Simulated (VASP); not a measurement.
# Zn (P6_3/mmc) in VASP: notebook

The runs below take Zn through single point, relaxation of cell and atoms, with LDA.

Program: VASP 6.6.1. These are calculated values, not measurements. Logs are shortened: lines on timing, memory, paths and dates and some standing lists are left out, and cuts for length are marked.

## Step 1: The cell of the first run

Symmetry: P6_3/mmc, No. 194, hexagonal system. Conventional cell: a = 2.553 Å, b = 2.553 Å, c = 4.847 Å, α = 90.00°, β = 90.00°, γ = 120.00°. Within 3.4 Å of Zn (site symmetry -6m2) lie 12 Zn at 2.55 to 2.84 Å.

## Step 2: Single point, LDA

INCAR reads:

```
PREC = Accurate ; ENCUT = 520
EDIFF = 1E-6 ; ISMEAR = 1
SIGMA = 0.1 ; LREAL = False
LASPH = True ; NELM = 80
ALGO = Fast ; ISIF = 2
LWAVE = False ; LCHARG = False
GGA = CA ; NBANDS = 19
```

KPOINTS reads:

```
regular mesh
0
Gamma
  21 21 10
```

POSCAR reads:

```
Zn
1.0
    2.5526961907      0.0000000000      0.0000000000
   -1.2763480954      2.2106997493      0.0000000000
    0.0000000000      0.0000000000      4.8473719806
Zn
2
Direct
    0.3333333333      0.6666666667      0.2500000000
    0.6666666667      0.3333333333      0.7500000000
```

Potentials or basis: VASP PAW LDA potentials, release 64 (Zn).

Started as:

```sh
> cat potpaw_LDA.64/Zn/POTCAR > POTCAR
> mpirun -np 1 vasp_std > vasp.out
```

OUTCAR:

```text
PREC = Accurate
   ENCUT = 520
   EDIFF = 1E-6
   ISMEAR = 1
   LREAL = False
   LASPH = True
   NELM = 80
   ISIF = 2
   GGA = CA

 ion  position               nearest neighbor table
   1  0.333  0.667  0.250-   2 2.84   2 2.84   2 2.84   2 2.84   2 2.84   2 2.84
   2  0.667  0.333  0.750-   1 2.84   1 2.84   1 2.84   1 2.84   1 2.84   1 2.84

  LATTYP: Found a hexagonal cell.
 ALAT       =     2.5526961907
 C/A-ratio  =     1.8989224014

  Lattice vectors:

 A1 = (   2.5526961907,   0.0000000000,   0.0000000000)
 A2 = (  -1.2763480954,   2.2106997493,   0.0000000000)
 A3 = (   0.0000000000,   0.0000000000,   4.8473719806)

Analysis of symmetry for initial positions (statically):
=====================================================================
 Subroutine PRICEL returns:
 Original cell was already a primitive cell.

 Routine SETGRP: Setting up the symmetry group for a
 hexagonal supercell.

 Subroutine GETGRP returns: Found 24 space group operations
 (whereof 12 operations were pure point group operations)
 out of a pool of 24 trial point group operations.

The static configuration has the point symmetry D_3d.
 The point group associated with its full space group is D_6h.

Analysis of symmetry for dynamics (positions and initial velocities):
=====================================================================
 Subroutine PRICEL returns:
 Original cell was already a primitive cell.

 Routine SETGRP: Setting up the symmetry group for a
 hexagonal supercell.

 Subroutine GETGRP returns: Found 24 space group operations
 (whereof 12 operations were pure point group operations)
 out of a pool of 24 trial point group operations.

The dynamic configuration has the point symmetry D_3d.
 The point group associated with its full space group is D_6h.

 Subroutine INISYM returns: Found 24 space group operations
 (whereof 12 operations are pure point group operations),
 and found     1 'primitive' translations

----------------------------------------------------------------------------------------

                                     Primitive cell

  volume of cell :      27.3549

  direct lattice vectors                    reciprocal lattice vectors
[... 82 lines left out ...]
   LNONCOLLINEAR =      F non collinear calculations
   LSORBIT =      F    spin-orbit coupling
   LASPH  =      T    aspherical Exc in radial PAW
   ENCUT  =  520.0 eV  38.22 Ry    6.18 a.u.   4.75  4.75  9.01*2*pi/ulx,y,z
   NELM   =     80;   NELMIN=  2; NELMDL= -5     # of ELM steps
   EDIFF  = 0.1E-05   stopping-criterion for ELM
   LREAL  =      F    real-space projection
   EDIFFG = 0.1E-04   stopping-criterion for IOM
   NSW    =      0    number of steps for IOM
   IBRION =     -1    ionic relax: 0-MD 1-quasi-New 2-CG
   NFREE  =      0    steps in history (QN), initial steepest desc. (CG)
   ISIF   =      2    stress and relaxation
   ISYM   =      2    0-nonsym 1-usesym 2-fastsym
   POTIM  = 0.5000    time-step for ionic-motion
   TEBEG  =    0.0;   TEEND  =   0.0 temperature during run
   PSTRESS=    0.0 pullay stress
   NELECT =      24.0000    total number of electrons
   NUPDOWN=      -1.0000    fix difference up-down
   EMIN   =  10.00;   EMAX   =-10.00  energy-range for DOS
   EFERMI =   0.00;   METHOD = LEGACY
   ISMEAR =     1;   SIGMA  =   0.10  broadening in eV -4-tet -1-fermi 0-gaus
   EFERMI_NEDOS =   21; number of points for ismear=-14 and -15
   IALGO  =     68    algorithm
   IMIX   =      4    mixing-type and parameters
     AMIX     =   0.40;   BMIX     =  1.00
     AMIX_MAG =   1.60;   BMIX_MAG =  1.00
  volume/ion in A,a.u.               =      13.68        92.30
  Fermi-wavevector in a.u.,A,eV,Ry     =   1.567233  2.961640 33.418881  2.456218
  Thomas-Fermi vector in A             =   2.669443
   LORBIT       =      0    0 simple, 1 ext, 2 COOP (PROOUT), +10 PAW based schemes
   GGA     = CA    functional components
   LHFCALC =     F    Hartree Fock is set to
   AEXX    =    0.0000 exact exchange contribution
   IVDW    =     0    specifies the selected vdW correction
   LEPSILON=     F    determine dielectric tensor
   LRPA    =     F    only Hartree local field effects (RPA)
 non-spin polarized calculation
 RMM-DIIS sequential band-by-band and
 Methfessel and Paxton  Order N= 1 SIGMA  =   0.10
  energy-cutoff  :      520.00
  volume of cell :       27.35
 maximum number of plane-waves:       756
 NGX is ok and might be reduce to    20
   NGX =  9   NGY =  9   NGZ = 19

 number of electron      23.9999998 magnetization

 Free energy of the ion-electron system (eV)
  ---------------------------------------------------
  ext. energy  EPLUGINS =         0.00000000
  ---------------------------------------------------
  free energy    TOTEN  =        -3.75427275 eV

  energy without entropy =       -3.75428536  energy(sigma->0) =       -3.75427695

 E-fermi :   3.6857     XC(G=0): -12.4554

 val. band max:        3.6677789618   @ k =   0.3333   0.0952   0.0000
 cond. band min:       3.7070821545   @ k =   0.3333   0.1429   0.1000
 fundamental gap:      0.0393031927
 Fermi energy:         3.6856912230

 k-point     1 :       0.0000    0.0000    0.0000
  band No.  band energies     occupation
      1      -7.6039      2.00000
      2      -5.5740      2.00000
      3      -4.7016      2.00000
      4      -4.3894      2.00000
      5      -4.3894      2.00000
      6      -4.3341      2.00000
[... 505 lines left out ...]
      6      -4.2993      2.00000
[... 11 lines left out ...]
     18      20.2814      0.00000
     19      20.4118      0.00000

 [... further k-points ...]

------------------------ aborting loop because EDIFF is reached ----------------------------------------

  FORCE on cell =-STRESS in cart. coord.  units (eV):
  Direction    XX          YY          ZZ          XY          YZ          ZX
  --------------------------------------------------------------------------------------
  -------------------------------------------------------------------------------------
  Total        0.1929969      0.1929969      0.1158764     -0.0000000      0.0000000      0.0000000
  in kB       11.3038325     11.3038325      6.7868853     -0.0000000      0.0000000      0.0000000
  external PRESSURE =       9.7981835 kB  Pullay stress =       0.0000000 kB

 VOLUME and BASIS-vectors are now :
 -----------------------------------------------------------------------------
  energy-cutoff  :      520.00
  volume of cell :       27.35
      direct lattice vectors                 reciprocal lattice vectors
     2.552696191  0.000000000  0.000000000     0.391742662  0.226172731  0.000000000
    -1.276348095  2.210699749  0.000000000     0.000000000  0.452345462  0.000000000
     0.000000000  0.000000000  4.847371981     0.000000000  0.000000000  0.206297351

 POSITION                                       TOTAL-FORCE (eV/Angst)
 -----------------------------------------------------------------------------------
     -0.00000      1.47380      1.21184         0.000000      0.000000     -0.000000
      1.27635      0.73690      3.63553        -0.000000     -0.000000      0.000000
 -----------------------------------------------------------------------------------
    total drift:                               -0.000000      0.000000      0.000000

  FREE ENERGIE OF THE ION-ELECTRON SYSTEM (eV)
  ---------------------------------------------------
  free  energy   TOTEN  =        -3.7542727482 eV

  energy  without entropy=       -3.7542853617  energy(sigma->0) =       -3.75427695
```

OSZICAR:

```text
N       E                     dE             d eps       ncg     rms          rms(c)
DAV:   1     0.111563706427E+03    0.11156E+03   -0.12359E+04 11542   0.206E+03
DAV:   2     0.120550983207E+01   -0.11036E+03   -0.10655E+03 11020   0.299E+02
DAV:   3    -0.404828630764E+01   -0.52538E+01   -0.52327E+01 12198   0.714E+01
DAV:   4    -0.407934181876E+01   -0.31056E-01   -0.31048E-01 11929   0.567E+00
DAV:   5    -0.407938031694E+01   -0.38498E-04   -0.38498E-04 12030   0.181E-01    0.515E+00
RMM:   6    -0.378676709336E+01    0.29261E+00   -0.95828E-01 12717   0.118E+01    0.368E+00
RMM:   7    -0.376568374248E+01    0.21083E-01   -0.37485E-02 13147   0.273E+00    0.179E+00
RMM:   8    -0.375439253440E+01    0.11291E-01   -0.80297E-03 12558   0.655E-01    0.132E-01
RMM:   9    -0.375430492154E+01    0.87613E-04   -0.19099E-03 13472   0.625E-01    0.926E-02
RMM:  10    -0.375427152201E+01    0.33400E-04   -0.16703E-04 13242   0.124E-01    0.110E-02
RMM:  11    -0.375427285807E+01   -0.13361E-05   -0.15744E-05 13041   0.367E-02    0.504E-03
RMM:  12    -0.375427274824E+01    0.10984E-06   -0.34927E-06 10274   0.233E-02
   1 F= -.37542727E+01 E0= -.37542770E+01  d E =0.126134E-04
```

Wall time 2.5 min (1 thread of Intel Xeon 8259CL, shared host); peak memory 0.22 GiB.

What came out:

| Property | Result |
| --- | --- |
| Free energy | -3.7543 eV |
| Pressure | 1.0 GPa |
| Band gap on the k mesh | zero (bands 12 and 13 overlap by 4.91 eV) |

Levels at points of the mesh, in eV from the Fermi level:
```
           k point  band 8  band 9  band 10  band 11  band 12  band 13  band 14  band 15  band 16  band 17
(0.00, 0.00, 0.00)   -7.57   -7.57    -7.35    -7.35    -4.27    -3.27    13.72    17.79    19.24    19.24
(0.00, 0.00, 0.50)   -8.06   -7.44    -7.44    -7.44    -7.44     4.47     4.47    20.60    20.60    20.60
```

## Step 3: Relaxation of cell and atoms, LDA

This run uses another cell than the first one, of 15.33 Å³/atom.

INCAR reads:

```
PREC = Accurate
ENCUT = 600
EDIFF = 1E-7
ISMEAR = 1
SIGMA = 0.1
LREAL = F
LASPH = T
NELM = 100
ALGO = Fast
ISIF = 3
LWAVE = F
LCHARG = F
GGA = CA
IBRION = 2
NSW = 80
EDIFFG = -0.01
```

KPOINTS is that of step 2.

POSCAR reads:

```
Zn
1.0
    2.6700000000      0.0000000000      0.0000000000
   -1.3350000000      2.3122878281      0.0000000000
    0.0000000000      0.0000000000      4.9660000000
Zn
2
Direct
    0.3333333333      0.6666666667      0.2500000000
    0.6666666667      0.3333333333      0.7500000000
```

Potentials or basis: VASP PAW LDA potentials, release 64 (Zn).

Started as:

```sh
> cat potpaw_LDA.64/Zn/POTCAR > POTCAR
> mpirun -np 1 vasp_std > vasp.out
```

Wall time 19 min (1 thread of Intel Xeon 8259CL, shared host); peak memory 0.27 GiB.

It converged, with:

| Item | Value |
| --- | --- |
| Free energy | -3.7558 eV |
| Relaxed volume | 13.75 Å³/atom |
| Relaxed cell | a = 2.558 Å, b = 2.558 Å, c = 4.853 Å, α = 90.00°, β = 90.00°, γ = 120.00° |
| Space group after relaxing (to 0.1 Å) | P6_3/mmc (No. 194) |
| Energy gained by relaxing | 53.4 meV/atom |
| Ionic steps | 8 |
| Pressure after relaxing | 0.0 GPa |
| Band gap on the k mesh | zero (bands 12 and 13 overlap by 4.89 eV) |

Step by step:
| step | energy change (eV) | largest force (eV/Å) | pressure (GPa) | volume (Å³) |
| --- | --- | --- | --- | --- |
| 1 | 0.0000 | 0.0000 | -8.88 | 30.66 |
| 2 | -0.1032 | 0.0000 | 2.10 | 27.04 |
| 3 | -0.1067 | 0.0000 | 0.09 | 27.52 |
| 4 | -0.1067 | 0.0000 | -0.18 | 27.58 |
| 5 | -0.1067 | 0.0000 | -0.24 | 27.57 |
| 6 | -0.1067 | 0.0000 | -0.23 | 27.56 |
| 7 | -0.1067 | 0.0000 | -0.22 | 27.55 |
| 8 | -0.1067 | 0.0000 | -0.02 | 27.50 |

Final structure:
```
CELL_PARAMETERS angstrom
2.55827 0.00000 0.00000
-1.27914 2.21553 0.00000
0.00000 0.00000 4.85262
ATOMIC_POSITIONS crystal
Zn 0.33333 0.66667 0.25000
Zn 0.66667 0.33333 0.75000
```

Levels at points of the mesh, in eV from the Fermi level:
```
           k point  band 9  band 10  band 11  band 12  band 13  band 14  band 15  band 16
(0.00, 0.00, 0.00)   -7.57    -7.34    -7.34    -4.24    -3.27    13.70    17.76    19.13
(0.00, 0.00, 0.50)   -7.44    -7.44    -7.44    -7.44     4.47     4.47    20.49    20.49
```

LDA usually gives volumes a few per cent too small. Zero-point motion and thermal expansion aren't in these numbers.
